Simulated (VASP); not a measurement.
Set up this calculation in VASP 6.6.1, as the native input.

| Property | Result |
| --- | --- |
| Task | single point |
| Functional | r2SCAN |
| Potentials or basis | VASP PAW PBE potentials, release 64 (W_sv, C) |
| Cutoff | 520 eV |
| k mesh | 2 × 2 × 1 |
| Occupations | fermi-dirac, width 0.05 eV |
| Spin | no spin polarisation |
| Dipole correction | no |
| Further INCAR settings | LREAL = Auto; ALGO = Normal; EDIFF = 1e-06; NBANDS = 133 |

W13C12, a slab with vacuum:

```
W C
1.0
     5.79680    0.00000    0.00000
    -2.89840    5.02018    0.00000
     0.00000    0.00000   19.07200
W C
13 12
Direct
  0.00000 0.00000 0.05243
  0.00015 0.99988 0.20117
  0.99916 0.00082 0.35271
  0.00000 0.50000 0.05243
  0.00015 0.50027 0.20116
  0.99916 0.49834 0.35269
  0.50000 0.00000 0.05243
  0.49983 0.99991 0.20120
  0.50194 0.00097 0.35295
  0.50000 0.50000 0.05243
  0.50001 0.50000 0.19972
  0.50012 0.50006 0.34454
  0.49978 0.49985 0.47642
  0.33333 0.16667 0.12659
  0.33285 0.16543 0.27270
  0.33972 0.18045 0.42020
  0.33333 0.66667 0.12659
  0.33285 0.66743 0.27271
  0.33967 0.65923 0.42021
  0.83333 0.16667 0.12659
  0.83374 0.16690 0.27511
  0.83218 0.16598 0.41286
  0.83333 0.66667 0.12659
  0.83483 0.66742 0.27274
  0.81991 0.65991 0.42033
```

These files were run (other wordings do the same):

POSCAR

```
W13C12
1.0
    5.7968000000      0.0000000000      0.0000000000
   -2.8984000000      5.0201760000      0.0000000000
    0.0000000000      0.0000000000     19.0720000000
W C
13 12
Direct
    0.0000000000      0.0000000000      0.0524329000
    0.0001504732     -0.0001176423      0.2011658190
   -0.0008435415      0.0008221197      0.3527147725
    0.0000000000      0.5000000000      0.0524329000
    0.0001527519      0.5002674677      0.2011618236
   -0.0008351948      0.4983415716      0.3526870781
    0.5000000000      0.0000000000      0.0524329000
    0.4998259125     -0.0000884431      0.2012003759
    0.5019420234      0.0009656657      0.3529492501
    0.5000000000      0.5000000000      0.0524329000
    0.5000103283      0.5000032307      0.1997241573
    0.5001184918      0.5000561082      0.3445411343
    0.4997798995      0.4998501038      0.4764175264
    0.3333333000      0.1666667000      0.1265940000
    0.3328510342      0.1654271082      0.2726992969
    0.3397205999      0.1804477243      0.4202001511
    0.3333333000      0.6666667000      0.1265940000
    0.3328536019      0.6674307529      0.2727060645
    0.3396680007      0.6592264385      0.4202092907
    0.8333333000      0.1666667000      0.1265940000
    0.8337415176      0.1668963635      0.2751102746
    0.8321789083      0.1659791659      0.4128628203
    0.8333333000      0.6666667000      0.1265940000
    0.8348326611      0.6674197039      0.2727438780
    0.8199130982      0.6599076571      0.4203263624
```

INCAR.step1

```
SYSTEM = W13C12
ALGO = Normal ; EDIFF = 1E-4
ENCUT = 520 ; GGA = PE
ISMEAR = -1 ; LASPH = .TRUE.
LCHARG = .FALSE. ; LREAL = Auto
LWAVE = .TRUE. ; NBANDS = 133
NELM = 80 ; PREC = Accurate
SIGMA = 0.05
```

INCAR.step2

```
SYSTEM = W13C12
ALGO = Normal ; EDIFF = 1E-6
ENCUT = 520 ; ISIF = 2
ISMEAR = -1 ; ISTART = 1
LASPH = .TRUE. ; LCHARG = .FALSE.
LMIXTAU = .TRUE. ; LREAL = Auto
LWAVE = .FALSE. ; METAGGA = R2SCAN
NBANDS = 133 ; NELM = 80
PREC = Accurate ; SIGMA = 0.05
```

KPOINTS

```
k-points
0
G
  2 2 1
  0 0 0
```

Potentials or basis: VASP PAW PBE potentials, release 64 (W_sv, C).

The run is started by

```console
$ cat potpaw_PBE.64/W_sv/POTCAR potpaw_PBE.64/C/POTCAR > POTCAR
$ cp INCAR.step1 INCAR
$ mpirun -np 1 vasp_std > vasp.out
$ cp INCAR.step2 INCAR
$ mpirun -np 1 vasp_std > vasp.out
```

Results of the run:

The largest force is 1.040 eV/Å. The band gap on the k mesh is zero (bands 115 and 116 overlap by 0.13 eV).

Caveat: the k points lie up to 0.63 Å⁻¹ apart; the PAW data sets were made with another functional, which shifts forces and pressure a little; spin-orbit coupling is left out, which moves the levels of the heavy elements.

It took 86 min on 1 thread of AMD EPYC 7R43 64-Core Processor (Zen 3) (shared host), peak memory 0.78 GiB.
